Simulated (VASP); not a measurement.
# Si (P6_3/mmc) in VASP: further runs, part 2 of 2

VASP 6.6.1.

**4. Single point, r2SCAN (strain +0.000 along x and y, -0.050 along z)**

Contents of POSCAR:

```
Si
1.0
    2.6655775094      0.0000000000      0.0000000000
   -1.3327887547      2.3084578389      0.0000000000
    0.0000000000      0.0000000000      4.2809558065
Si
2
Direct
    0.3333333333      0.6666666667      0.2500000000
    0.6666666667      0.3333333333      0.7500000000
```

Contents of INCAR.step1:

```
  PREC = Accurate
  ENCUT = 520
  ISMEAR = 0
  SIGMA = 0.15
  LREAL = False
  LASPH = True
  NELM = 100
  NBANDS = 11
  GGA = PE
  ALGO = Normal
  EDIFF = 1E-4
  LWAVE = True
  LCHARG = False
```

Contents of INCAR.step2:

```
  PREC = Accurate
  ENCUT = 520
  EDIFF = 1E-7
  ISMEAR = 0
  SIGMA = 0.15
  LREAL = False
  LASPH = True
  NELM = 100
  ALGO = Normal
  ISIF = 2
  LWAVE = False
  LCHARG = False
  METAGGA = R2SCAN
  LMIXTAU = True
  NBANDS = 11
  ISTART = 1
```

Contents of KPOINTS:

```
regular mesh
0
Gamma
  24 24 10
```

Potentials or basis: VASP PAW PBE potentials, release 64 (Si).

Command:

```bash
cat potpaw_PBE.64/Si/POTCAR > POTCAR
cp INCAR.step1 INCAR
mpirun -np 1 vasp_std > vasp.out
cp INCAR.step2 INCAR
mpirun -np 1 vasp_std > vasp.out
```

OUTCAR:

```text
PREC = Accurate
   ENCUT = 520
   EDIFF = 1E-7
   ISMEAR = 0
   LREAL = False
   LASPH = True
   NELM = 100
   ISIF = 2
   METAGGA = R2SCAN
   ISTART = 1

 ion  position               nearest neighbor table
   1  0.333  0.667  0.250-   2 2.64   2 2.64   2 2.64   2 2.64   2 2.64   2 2.64
   2  0.667  0.333  0.750-   1 2.64   1 2.64   1 2.64   1 2.64   1 2.64   1 2.64

  LATTYP: Found a hexagonal cell.
 ALAT       =     2.6655775094
 C/A-ratio  =     1.6060143783

  Lattice vectors:

[... 526 lines left out ...]
------------------------ aborting loop because EDIFF is reached ----------------------------------------

  FORCE on cell =-STRESS in cart. coord.  units (eV):
  Direction    XX          YY          ZZ          XY          YZ          ZX
  --------------------------------------------------------------------------------------
  -------------------------------------------------------------------------------------
  Total        0.4916059      0.4916059      1.1737901      0.0000000     -0.0000000      0.0000000
  in kB       29.9001731     29.9001731     71.3915851      0.0000000     -0.0000000      0.0000000
  external PRESSURE =      43.7306438 kB  Pullay stress =       0.0000000 kB

 VOLUME and BASIS-vectors are now :
 -----------------------------------------------------------------------------
  energy-cutoff  :      520.00
  volume of cell :       26.34
      direct lattice vectors                 reciprocal lattice vectors
     2.665577509  0.000000000  0.000000000     0.375153225  0.216594816  0.000000000
    -1.332788755  2.308457839  0.000000000     0.000000000  0.433189631  0.000000000
     0.000000000  0.000000000  4.280955806     0.000000000  0.000000000  0.233592694

 POSITION                                       TOTAL-FORCE (eV/Angst)
 -----------------------------------------------------------------------------------
     -0.00000      1.53897      1.07024        -0.000000      0.000000      0.000000
      1.33279      0.76949      3.21072         0.000000      0.000000      0.000000
 -----------------------------------------------------------------------------------
    total drift:                               -0.000000      0.000000     -0.000000

  FREE ENERGIE OF THE ION-ELECTRON SYSTEM (eV)
  ---------------------------------------------------
  free  energy   TOTEN  =       -16.1101963402 eV

  energy  without entropy=      -16.1023055695  energy(sigma->0) =      -16.10625095
```

OUTCAR.step1:

```text
PREC = Accurate
   ENCUT = 520
   ISMEAR = 0
   LREAL = False
   LASPH = True
[... 561 lines left out ...]
     -0.00000      1.53897      1.07024         0.000000      0.000000      0.000000
      1.33279      0.76949      3.21072        -0.000000     -0.000000      0.000000
 -----------------------------------------------------------------------------------
    total drift:                               -0.000000      0.000000     -0.000000

  FREE ENERGIE OF THE ION-ELECTRON SYSTEM (eV)
  ---------------------------------------------------
  free  energy   TOTEN  =        -9.7636493018 eV

  energy  without entropy=       -9.7554644221  energy(sigma->0) =       -9.75955686
```

Wall time 2.5 min (1 thread of AMD EPYC 9R45 (Zen 5), shared host); peak memory 0.17 GiB.

Results:

```
Free energy            : -16.1102 eV
Pressure               : 4.4 GPa
Band gap on the k mesh : zero (bands 4 and 5 overlap by 13.54 eV)
```

Levels at points of the mesh, in eV from the Fermi level:
| k point | band 1 | band 2 | band 3 | band 4 | band 5 | band 6 | band 7 | band 8 | band 9 |
| --- | --- | --- | --- | --- | --- | --- | --- | --- | --- |
| (0.00, 0.00, 0.00) | -16.32 | -8.05 | -8.04 | 9.17 | 9.17 | 10.49 | 10.49 | 12.77 | 13.94 |
| (0.50, 0.00, 0.00) | -9.48 | -8.90 | -2.01 | -1.40 | -0.74 | -0.31 | 3.47 | 5.93 | 10.19 |
| (0.00, 0.00, 0.50) | -14.22 | -14.22 | 1.83 | 1.83 | 10.88 | 10.88 | 10.88 | 10.88 | 12.44 |
| (0.50, 0.00, 0.50) | -7.55 | -7.55 | -6.73 | -6.73 | 5.31 | 5.31 | 6.89 | 6.89 | 7.90 |

Caveat: the cell differs from its parent crystal (strain +0.000 along x and y, -0.050 along z); the cell stands under pressure; the PAW data sets were made with another functional, which shifts forces and pressure a little.

**5. Single point, r2SCAN (strain -0.025 along x and y, +0.000 along z)**

Contents of POSCAR:

```
Si
1.0
    2.5989380717      0.0000000000      0.0000000000
   -1.2994690358      2.2507463929      0.0000000000
    0.0000000000      0.0000000000      4.5062692700
Si
2
Direct
    0.3333333333      0.6666666667      0.2500000000
    0.6666666667      0.3333333333      0.7500000000
```

Contents of INCAR.step1:

```
ALGO = Normal
EDIFF = 1E-4
ENCUT = 520
GGA = PE
ISMEAR = 0
LASPH = T
LCHARG = F
LREAL = F
LWAVE = T
NBANDS = 11
NELM = 80
PREC = Accurate
SIGMA = 0.15
```

Contents of INCAR.step2:

```
ALGO = Normal
EDIFF = 1E-7
ENCUT = 520
ISIF = 2
ISMEAR = 0
ISTART = 1
LASPH = T
LCHARG = F
LMIXTAU = T
LREAL = F
LWAVE = F
METAGGA = R2SCAN
NBANDS = 11
NELM = 80
PREC = Accurate
SIGMA = 0.15
```

Contents of KPOINTS:

```
k-points
0
Gamma
  24 24 10
```

Command:

```bash
cat potpaw_PBE.64/Si/POTCAR > POTCAR
cp INCAR.step1 INCAR
mpirun -np 1 vasp_std > vasp.out
cp INCAR.step2 INCAR
mpirun -np 1 vasp_std > vasp.out
```

Run time: 5.5 min. Hardware: 1 thread of Intel Xeon 8259CL, shared host; peak memory 0.21 GiB.

Results (log left out):

```yaml
Free_energy: -16.1312 eV
Pressure: 4.1 GPa
Band_gap_on_the_k_mesh: zero (bands 4 and 5 overlap by 14.74 eV)
```

Stress tensor (GPa, compression positive):
```
4.73 0.00 0.00
0.00 4.73 0.00
0.00 0.00 2.78
```

Levels at points of the mesh, in eV from the Fermi level:
```
           k point  band 1  band 2  band 3  band 4  band 5  band 6  band 7  band 8  band 9
(0.00, 0.00, 0.00)  -16.31   -9.24   -8.43   10.70   10.70   11.30   11.48   11.66   11.66
(0.50, 0.00, 0.00)   -9.02   -8.64   -2.31   -1.94   -1.49   -0.34    4.56    6.84   10.17
(0.00, 0.00, 0.50)  -14.42  -14.42    0.15    0.15   12.22   12.22   12.22   12.22   13.29
(0.50, 0.00, 0.50)   -7.38   -7.38   -6.59   -6.59    6.19    6.19    6.35    6.35    6.97
```

Caveat: the cell differs from its parent crystal (strain -0.025 along x and y, +0.000 along z); the cell stands under pressure; the PAW data sets were made with another functional, which shifts forces and pressure a little.

**6. Summary**

| cell | gap on the mesh (eV) | pressure (GPa) |
| --- | --- | --- |
| a = 2.599, b = 2.599, c = 4.394 Å, angles 90.0, 90.0, 120.0°, 2 atoms | none | 7.0 |
| a = 2.532, b = 2.532, c = 4.732 Å, angles 90.0, 90.0, 120.0°, 2 atoms | none | 6.0 |
| a = 2.666, b = 2.666, c = 4.281 Å, angles 90.0, 90.0, 120.0°, 2 atoms | none | 4.4 |
| a = 2.599, b = 2.599, c = 4.506 Å, angles 90.0, 90.0, 120.0°, 2 atoms | none | 4.1 |

Alike in all rows: task single point; level r2SCAN; potentials or basis VASP PAW PBE potentials, release 64 (Si); no spin polarisation; k mesh 24 × 24 × 10; cutoff (eV) 520; smearing gaussian 0.15 eV.

Caveats: the cell stands under pressure; the PAW data sets were made with another functional, which shifts forces and pressure a little.

Absolute energies hang on the potentials; compare differences alone.
